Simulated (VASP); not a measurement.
# SrTiO3 (Pm-3m) in VASP: single point with HSE06

Aim: the single point of SrTiO3 with HSE06.

Everything below comes from runs of VASP 6.6.1. Logs are shortened: lines on timing, memory, paths and dates and some standing lists are left out, and cuts for length are marked.

## Step 1: The cell of the first run

Symmetry: Pm-3m, No. 221, cubic system. The conventional cell has a = 3.907 Å, b = 3.907 Å, c = 3.907 Å, α = 90.00°, β = 90.00°, γ = 90.00°. Sr (site symmetry m-3m) has 12 O at 2.76 Å and 8 Ti at 3.38 Å within 3.6 Å. Within 2.6 Å of Ti (site symmetry m-3m) lie 6 O at 1.95 Å. O (site symmetry 4/mmm) has 2 Ti at 1.95 Å within 2.6 Å.

## Step 2: Single point, HSE06

File POSCAR:

```
SrTiO3
1.0
    3.9068515418      0.0000000000      0.0000000000
    0.0000000000      3.9068515418      0.0000000000
    0.0000000000      0.0000000000      3.9068515418
Sr Ti O
1 1 3
Direct
    0.0000000000      0.0000000000      0.0000000000
    0.5000000000      0.5000000000      0.5000000000
    0.5000000000      0.0000000000      0.5000000000
    0.5000000000      0.5000000000      0.0000000000
    0.0000000000      0.5000000000      0.5000000000
```

File INCAR.step1:

```
SYSTEM = SrTiO3
ALGO = Normal ; EDIFF = 1E-5
ENCUT = 520 ; GGA = PE
GGA_COMPAT = .False. ; ISIF = 2
ISMEAR = 0 ; LASPH = .True.
LCHARG = .False. ; LREAL = .False.
LWAVE = .True. ; NBANDS = 28
NELM = 120 ; PREC = Accurate
SIGMA = 0.01
```

File INCAR.step2:

```
SYSTEM = SrTiO3
ALGO = Normal ; EDIFF = 1E-6
ENCUT = 520 ; GGA = PE
GGA_COMPAT = .False. ; HFSCREEN = 0.2079
ISIF = 2 ; ISMEAR = 0
ISTART = 1 ; LASPH = .True.
LCHARG = .False. ; LHFCALC = .True.
LREAL = .False. ; LWAVE = .False.
NBANDS = 28 ; NELM = 120
PREC = Accurate ; PRECFOCK = Normal
SIGMA = 0.01
```

File KPOINTS:

```
k-points
0
Gamma
  4 4 4
  0 0 0
```

Potentials or basis: VASP PAW PBE potentials, release 64 (Sr_sv, Ti_sv, O).

Run with:

```sh
cat potpaw_PBE.64/Sr_sv/POTCAR potpaw_PBE.64/Ti_sv/POTCAR potpaw_PBE.64/O/POTCAR > POTCAR
cp INCAR.step1 INCAR
mpirun -np 1 vasp_std > vasp.out
cp INCAR.step2 INCAR
mpirun -np 1 vasp_std > vasp.out
```

OUTCAR:

```text
SYSTEM = SrTiO3
   EDIFF = 1E-6
   ENCUT = 520
   GGA = PE
   HFSCREEN = 0.2079
   ISIF = 2
   ISMEAR = 0
   ISTART = 1
   LASPH = .True.
   LHFCALC = .True.
   LREAL = .False.
   NELM = 120
   PREC = Accurate
   PRECFOCK = Normal

 ion  position               nearest neighbor table
   1  0.000  0.000  0.000-   3 2.76   4 2.76   5 2.76   3 2.76   5 2.76   4 2.76   5 2.76   5 2.76
                             3 2.76   4 2.76   3 2.76   4 2.76   2 3.38   2 3.38   2 3.38   2 3.38
   2  0.500  0.500  0.500-   3 1.95   4 1.95   5 1.95   4 1.95   3 1.95   5 1.95   1 3.38   1 3.38
                             1 3.38   1 3.38   1 3.38   1 3.38   1 3.38   1 3.38
   3  0.500  0.000  0.500-   2 1.95   2 1.95   1 2.76   1 2.76   1 2.76   1 2.76
   4  0.500  0.500  0.000-   2 1.95   2 1.95   1 2.76   1 2.76   1 2.76   1 2.76
   5  0.000  0.500  0.500-   2 1.95   2 1.95   1 2.76   1 2.76   1 2.76   1 2.76

  LATTYP: Found a simple cubic cell.
 ALAT       =     3.9068515418

  Lattice vectors:

 A1 = (   3.9068515418,   0.0000000000,   0.0000000000)
 A2 = (   0.0000000000,   3.9068515418,   0.0000000000)
 A3 = (   0.0000000000,   0.0000000000,   3.9068515418)

Analysis of symmetry for initial positions (statically):
=====================================================================
 Subroutine PRICEL returns:
 Original cell was already a primitive cell.

 Routine SETGRP: Setting up the symmetry group for a
 simple cubic supercell.

 Subroutine GETGRP returns: Found 48 space group operations
 (whereof 48 operations were pure point group operations)
 out of a pool of 48 trial point group operations.

The static configuration has the point symmetry O_h .

Analysis of symmetry for dynamics (positions and initial velocities):
=====================================================================
 Subroutine PRICEL returns:
 Original cell was already a primitive cell.

 Routine SETGRP: Setting up the symmetry group for a
 simple cubic supercell.

 Subroutine GETGRP returns: Found 48 space group operations
 (whereof 48 operations were pure point group operations)
 out of a pool of 48 trial point group operations.

The dynamic configuration has the point symmetry O_h .

 Subroutine INISYM returns: Found 48 space group operations
 (whereof 48 operations are pure point group operations),
 and found     1 'primitive' translations

----------------------------------------------------------------------------------------

                                     Primitive cell

  volume of cell :      59.6322

  direct lattice vectors                    reciprocal lattice vectors
     3.906851542  0.000000000  0.000000000     0.255960583  0.000000000  0.000000000
     0.000000000  3.906851542  0.000000000     0.000000000  0.255960583  0.000000000
     0.000000000  0.000000000  3.906851542     0.000000000  0.000000000  0.255960583

  length of vectors
     3.906851542  3.906851542  3.906851542     0.255960583  0.255960583  0.255960583

  position of ions in fractional coordinates (direct lattice)
     0.000000000  0.000000000  0.000000000
     0.500000000  0.500000000  0.500000000
     0.500000000  0.000000000  0.500000000
     0.500000000  0.500000000  0.000000000
     0.000000000  0.500000000  0.500000000

  ion indices of the primitive-cell ions
   primitive index   ion index
                 1           1
                 2           2
                 3           3
                 4           4
                 5           5

----------------------------------------------------------------------------------------

 KPOINTS: k-points

Automatic generation of k-mesh.
 Grid dimensions read from file:
 generate k-points for:    4    4    4

 Generating k-lattice:

  Cartesian coordinates                     Fractional coordinates (reciprocal lattice)
     0.063990146  0.000000000  0.000000000     0.250000000  0.000000000  0.000000000
     0.000000000  0.063990146  0.000000000     0.000000000  0.250000000  0.000000000
     0.000000000  0.000000000  0.063990146     0.000000000  0.000000000  0.250000000

  Length of vectors
     0.063990146  0.063990146  0.063990146

  Shift w.r.t. Gamma in fractional coordinates (k-lattice)
     0.000000000  0.000000000  0.000000000

 Subroutine IBZKPT returns following result:
 ===========================================

 Found     10 irreducible k-points:

 Following reciprocal coordinates:
            Coordinates               Weight
  0.000000  0.000000  0.000000      1.000000
  0.250000  0.000000  0.000000      6.000000
  0.500000  0.000000  0.000000      3.000000
  0.250000  0.250000  0.000000     12.000000
  0.500000  0.250000  0.000000     12.000000
  0.500000  0.500000  0.000000      3.000000
  0.250000  0.250000  0.250000      8.000000
  0.500000  0.250000  0.250000     12.000000
  0.500000  0.500000  0.250000      6.000000
  0.500000  0.500000  0.500000      1.000000
   k-points           NKPTS =     10   k-points in BZ     NKDIM =     64   number of bands    NBANDS=     28
   number of dos      NEDOS =    301   number of ions     NIONS =      5
   total plane-waves  NPLWV =  27000
   dimension x,y,z NGX =    30 NGY =   30 NGZ =   30
   dimension x,y,z NGXF=    60 NGYF=   60 NGZF=   60
   ions per type =               1   1   3
   NGX,Y,Z   is equivalent  to a cutoff of  12.77, 12.77, 12.77 a.u.
   NGXF,Y,Z  is equivalent  to a cutoff of  25.53, 25.53, 25.53 a.u.
 SYSTEM =  SrTiO3
   PREC   = accura    normal or accurate (medium, high low for compatibility)
   ISTART =      1    job   : 0-new  1-cont  2-samecut
   ICHARG =      0    charge: 1-file 2-atom 10-const
   ISPIN  =      1    spin polarized calculation?
   LNONCOLLINEAR =      F non collinear calculations
   LSORBIT =      F    spin-orbit coupling
   LASPH  =      T    aspherical Exc in radial PAW
   ENCUT  =  520.0 eV  38.22 Ry    6.18 a.u.   7.26  7.26  7.26*2*pi/ulx,y,z
   NELM   =    120;   NELMIN=  2; NELMDL=  0     # of ELM steps
   EDIFF  = 0.1E-05   stopping-criterion for ELM
   LREAL  =      F    real-space projection
   EDIFFG = 0.1E-04   stopping-criterion for IOM
   NSW    =      0    number of steps for IOM
   IBRION =     -1    ionic relax: 0-MD 1-quasi-New 2-CG
   NFREE  =      0    steps in history (QN), initial steepest desc. (CG)
   ISIF   =      2    stress and relaxation
   ISYM   =      3    0-nonsym 1-usesym 2-fastsym
   POTIM  = 0.5000    time-step for ionic-motion
   TEBEG  =    0.0;   TEEND  =   0.0 temperature during run
   PSTRESS=    0.0 pullay stress
   NELECT =      40.0000    total number of electrons
   NUPDOWN=      -1.0000    fix difference up-down
   EMIN   =  10.00;   EMAX   =-10.00  energy-range for DOS
   EFERMI =   0.00;   METHOD = LEGACY
   ISMEAR =     0;   SIGMA  =   0.01  broadening in eV -4-tet -1-fermi 0-gaus
   EFERMI_NEDOS =   21; number of points for ismear=-14 and -15
   IALGO  =     38    algorithm
   IMIX   =      1    mixing-type and parameters
     AMIX     =   0.40;   BMIX     =  1.00
     AMIX_MAG =   1.60;   BMIX_MAG =  1.00
  volume/ion in A,a.u.               =      11.93        80.48
  Fermi-wavevector in a.u.,A,eV,Ry     =   1.433072  2.708113 27.942210  2.053694
  Thomas-Fermi vector in A             =   2.552630
   LORBIT       =      0    0 simple, 1 ext, 2 COOP (PROOUT), +10 PAW based schemes
   GGA     = PE    functional components
   LHFCALC =     T    Hartree Fock is set to
   PRECFOCK=normal    Normal, Fast or Accurate (Low or Medium for compatibility)
   ENCUT4O =  -1.0   cutoff for four orbital integrals eV
   NKREDX  =     1    reduce k-point grid by
   NKREDY  =     1    reduce k-point grid by
   NKREDZ  =     1    reduce k-point grid by
   AEXX    =    0.2500 exact exchange contribution
   HFSCREEN=    0.2079 screening length (either q_TF or 0.3 A-1)
   HFSCREENC=   0.2079 screening length for correlation (either q_TF or 0.3 A-1)
   ENCUTFOCK=  -1.0 apply spherical cutoff to Coloumb kernel
   IVDW    =     0    specifies the selected vdW correction
   LEPSILON=     F    determine dielectric tensor
   LRPA    =     F    only Hartree local field effects (RPA)
 non-spin polarized calculation
 Gauss-broadening in eV      SIGMA  =   0.01
  energy-cutoff  :      520.00
  volume of cell :       59.63
 maximum number of plane-waves:      1640
 NGX is ok and might be reduce to    30
  NGX = 24; NGY = 24; NGZ = 24

 number of electron      40.0000004 magnetization

 Free energy of the ion-electron system (eV)
  ---------------------------------------------------
  ext. energy  EPLUGINS =         0.00000000
  ---------------------------------------------------
  free energy    TOTEN  =       -48.61305682 eV

  energy without entropy =      -48.61305682  energy(sigma->0) =      -48.61305682

 E-fermi :   3.2563     XC(G=0):  -9.2477

 val. band max:        3.1348908425   @ k =   0.5000   0.5000   0.5000
 cond. band min:       6.4198470145   @ k =   0.0000   0.0000   0.0000
 fundamental gap:      3.2849561720
 Fermi energy:         3.2563471440

 k-point     1 :       0.0000    0.0000    0.0000
  band No.  band energies     occupation
      1     -57.7133      2.00000
      2     -32.2942      2.00000
      3     -32.2942      2.00000
      4     -32.2942      2.00000
      5     -31.5552      2.00000
      6     -15.9803      2.00000
[... 20 lines left out ...]
     27      10.1586      0.00000
     28      10.9574      0.00000

 k-point     2 :       0.2500    0.0000    0.0000
  band No.  band energies     occupation
      1     -57.7126      2.00000
      2     -32.3392      2.00000
      3     -32.2919      2.00000
      4     -32.2919      2.00000
      5     -31.5332      2.00000
      6     -15.9911      2.00000
[... 20 lines left out ...]
     27      11.1468      0.00000
     28      12.3996      0.00000

 k-point     3 :       0.5000    0.0000    0.0000
  band No.  band energies     occupation
      1     -57.7119      2.00000
      2     -32.3827      2.00000
      3     -32.2895      2.00000
      4     -32.2895      2.00000
      5     -31.5125      2.00000
      6     -16.0956      2.00000
[... 20 lines left out ...]
     27      12.3123      0.00000
     28      12.9340      0.00000

 k-point     4 :       0.2500    0.2500    0.0000
  band No.  band energies     occupation
      1     -57.7119      2.00000
      2     -32.3368      2.00000
      3     -32.3284      2.00000
      4     -32.2895      2.00000
      5     -31.5217      2.00000
      6     -15.8209      2.00000
[... 20 lines left out ...]
     27      12.1260      0.00000
     28      12.8506      0.00000

 k-point     5 :       0.5000    0.2500    0.0000
  band No.  band energies     occupation
      1     -57.7112      2.00000
      2     -32.3727      2.00000
      3     -32.3261      2.00000
      4     -32.2871      2.00000
      5     -31.5106      2.00000
      6     -15.7613      2.00000
[... 20 lines left out ...]
     27      13.3507      0.00000
     28      13.4231      0.00000

 k-point     6 :       0.5000    0.5000    0.0000
  band No.  band energies     occupation
      1     -57.7105      2.00000
      2     -32.3626      2.00000
      3     -32.3626      2.00000
      4     -32.2847      2.00000
      5     -31.5087      2.00000
      6     -15.2890      2.00000
[... 20 lines left out ...]
     27      13.3680      0.00000
     28      14.6256      0.00000

 k-point     7 :       0.2500    0.2500    0.2500
  band No.  band energies     occupation
      1     -57.7112      2.00000
      2     -32.3325      2.00000
      3     -32.3259      2.00000
      4     -32.3259      2.00000
      5     -31.5131      2.00000
      6     -15.5801      2.00000
[... 20 lines left out ...]
     27      12.4318      0.00000
     28      12.5946      0.00000

 k-point     8 :       0.5000    0.2500    0.2500
  band No.  band energies     occupation
      1     -57.7105      2.00000
      2     -32.3663      2.00000
      3     -32.3238      2.00000
      4     -32.3233      2.00000
      5     -31.5047      2.00000
      6     -15.4219      2.00000
[... 20 lines left out ...]
     27      13.2567      0.00000
     28      13.3082      0.00000

 k-point     9 :       0.5000    0.5000    0.2500
  band No.  band energies     occupation
      1     -57.7098      2.00000
      2     -32.3599      2.00000
      3     -32.3599      2.00000
      4     -32.3211      2.00000
      5     -31.4987      2.00000
      6     -14.9288      2.00000
[... 20 lines left out ...]
     27      12.9648      0.00000
     28      13.3733      0.00000

 k-point    10 :       0.5000    0.5000    0.5000
  band No.  band energies     occupation
      1     -57.7091      2.00000
      2     -32.3572      2.00000
      3     -32.3572      2.00000
      4     -32.3572      2.00000
      5     -31.4887      2.00000
      6     -14.5348      2.00000
[... 20 lines left out ...]
     27      13.3691      0.00000
     28      13.3691      0.00000

------------------------ aborting loop because EDIFF is reached ----------------------------------------

  FORCE on cell =-STRESS in cart. coord.  units (eV):
  Direction    XX          YY          ZZ          XY          YZ          ZX
  --------------------------------------------------------------------------------------
  -------------------------------------------------------------------------------------
  Total       -0.4228831     -0.4228831     -0.4228831     -0.0000000      0.0000000     -0.0000000
  in kB      -11.3618810    -11.3618810    -11.3618810     -0.0000000      0.0000000     -0.0000000
  external PRESSURE =     -11.3618810 kB  Pullay stress =       0.0000000 kB

 VOLUME and BASIS-vectors are now :
 -----------------------------------------------------------------------------
  energy-cutoff  :      520.00
  volume of cell :       59.63
      direct lattice vectors                 reciprocal lattice vectors
     3.906851542  0.000000000  0.000000000     0.255960583  0.000000000  0.000000000
     0.000000000  3.906851542  0.000000000     0.000000000  0.255960583  0.000000000
     0.000000000  0.000000000  3.906851542     0.000000000  0.000000000  0.255960583

 POSITION                                       TOTAL-FORCE (eV/Angst)
 -----------------------------------------------------------------------------------
      0.00000      0.00000      0.00000         0.000000      0.000000      0.000000
      1.95343      1.95343      1.95343         0.000000      0.000000      0.000000
      1.95343      0.00000      1.95343         0.000000      0.000000      0.000000
      1.95343      1.95343      0.00000         0.000000      0.000000      0.000000
      0.00000      1.95343      1.95343         0.000000      0.000000      0.000000
 -----------------------------------------------------------------------------------
    total drift:                               -0.000000      0.000000      0.000001

  FREE ENERGIE OF THE ION-ELECTRON SYSTEM (eV)
  ---------------------------------------------------
  free  energy   TOTEN  =       -48.6130568153 eV

  energy  without entropy=      -48.6130568153  energy(sigma->0) =      -48.61305682
```

It took 44 min on 1 thread of Intel Xeon Platinum 8259CL at 2.50GHz (Skylake/Cascade Lake), shared host; peak memory 0.3 GiB.

Results:

```
Free energy            : -48.6131 eV
Pressure               : -1.1 GPa
Band gap on the k mesh : 3.28 eV (least direct gap 3.67 eV)
```

Caveat: the PAW data sets were made with another functional, which shifts forces and pressure a little.
